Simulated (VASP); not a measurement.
Wanted: the native input for a VASP 6.6.1 run.

* Task: single point
* Functional: PBEsol
* Potentials or basis: VASP PAW PBE potentials, release 64 (Ti_sv)
* Cutoff: 520 eV
* k mesh: 12 × 12 × 18
* Occupations: gaussian, width 0.1 eV
* Spin: no spin polarisation
* Dipole correction: no
* Further INCAR settings: ALGO = Fast; EDIFF = 1e-06; NBANDS = 25

The structure of Ti lies in POSCAR:

```
Ti
1.0
    4.5152900523      0.0000000000      0.0000000000
   -2.2576450261      3.9103558907      0.0000000000
    0.0000000000      0.0000000000      2.7987936485
Ti
3
Direct
    0.0000000000      0.0000000000      0.0000000000
    0.3333333333      0.6666666667      0.5000000000
    0.6666666667      0.3333333333      0.5000000000
```

This isn't the form of Ti at room conditions, which is hcp.

One way to write it, as run:

INCAR

```
PREC = Accurate
ENCUT = 520
EDIFF = 1E-6
ISMEAR = 0
SIGMA = 0.1
LREAL = False
LASPH = True
NELM = 60
ALGO = Fast
ISIF = 2
LWAVE = False
LCHARG = False
GGA = PS
NBANDS = 25
```

KPOINTS

```
Automatic mesh
0
Gamma
  12 12 18
```

Potentials or basis: VASP PAW PBE potentials, release 64 (Ti_sv).

Run with:

```console
$ cat potpaw_PBE.64/Ti_sv/POTCAR > POTCAR
$ mpirun -np 1 vasp_std > vasp.out
```

It gave:

| Property | Result |
| --- | --- |
| Pressure | -0.3 GPa |
| Band gap on the k mesh | zero (bands 18 and 19 overlap by 0.36 eV) |

Caveat: the PAW data sets were made with another functional, which shifts forces and pressure a little.

Wall time 17 min on 1 thread of Intel(R) Xeon(R) Platinum 8259CL CPU @ 2.50GHz (Skylake/Cascade Lake) (shared host), peak memory 0.3 GiB.
